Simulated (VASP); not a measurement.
Here is a VASP 6.6.1 calculation.

File POSCAR:

```
SiC
1.0
    3.0753562516      0.0000000000      0.0000000000
   -1.5376781258      2.6633366395      0.0000000000
    0.0000000000      0.0000000000      5.0481081077
Si C
2 2
Direct
    0.3333333333      0.6666666667     -0.0004084095
    0.6666666667      0.3333333333      0.4995915905
    0.3333333333      0.6666666667      0.3754084095
    0.6666666667      0.3333333333      0.8754084095
```

File INCAR.step1:

```
SYSTEM = SiC
PREC     = Accurate       ! precision mode
ENCUT    = 520            ! plane-wave cutoff, eV
ISMEAR   = 0              ! smearing method
SIGMA    = 0.01           ! smearing width, eV
LREAL    = .False.        ! projectors in reciprocal space
LASPH    = .True.         ! aspherical terms in the spheres
NELM     = 60             ! most SCF steps
NBANDS   = 16             ! bands
GGA      = PE             ! functional
ALGO     = Normal         ! electronic algorithm
EDIFF    = 1E-4           ! SCF threshold, eV
LWAVE    = .True.         ! write WAVECAR
LCHARG   = .False.        ! write CHGCAR
```

INCAR.step2

```
SYSTEM = SiC
PREC     = Accurate       ! precision mode
ENCUT    = 520            ! plane-wave cutoff, eV
EDIFF    = 1E-6           ! SCF threshold, eV
ISMEAR   = 0              ! smearing method
SIGMA    = 0.01           ! smearing width, eV
LREAL    = .False.        ! projectors in reciprocal space
LASPH    = .True.         ! aspherical terms in the spheres
NELM     = 60             ! most SCF steps
ALGO     = Normal         ! electronic algorithm
ISIF     = 2              ! what is computed and relaxed
LWAVE    = .False.        ! write WAVECAR
LCHARG   = .False.        ! write CHGCAR
METAGGA  = R2SCAN         ! meta-GGA
LMIXTAU  = .True.       
NBANDS   = 16             ! bands
ISTART   = 1
```

The input KPOINTS:

```
Automatic mesh
0
Gamma
  9 9 4
  0 0 0
```

Potentials or basis: VASP PAW PBE potentials, release 64 (Si, C).

Run with:

```console
$ cat potpaw_PBE.64/Si/POTCAR potpaw_PBE.64/C/POTCAR > POTCAR
$ cp INCAR.step1 INCAR
$ mpirun -np 1 vasp_std > vasp.out
$ cp INCAR.step2 INCAR
$ mpirun -np 1 vasp_std > vasp.out
```

What does it give for the band gap on the k mesh?

2.66 eV, indirect (least direct gap 4.52 eV).

Estimate the pressure.

-0.2 GPa.

Caveat: the PAW data sets were made with another functional, which shifts forces and pressure a little. r2SCAN opens gaps a little over a GGA but as a rule still falls short of measured ones.
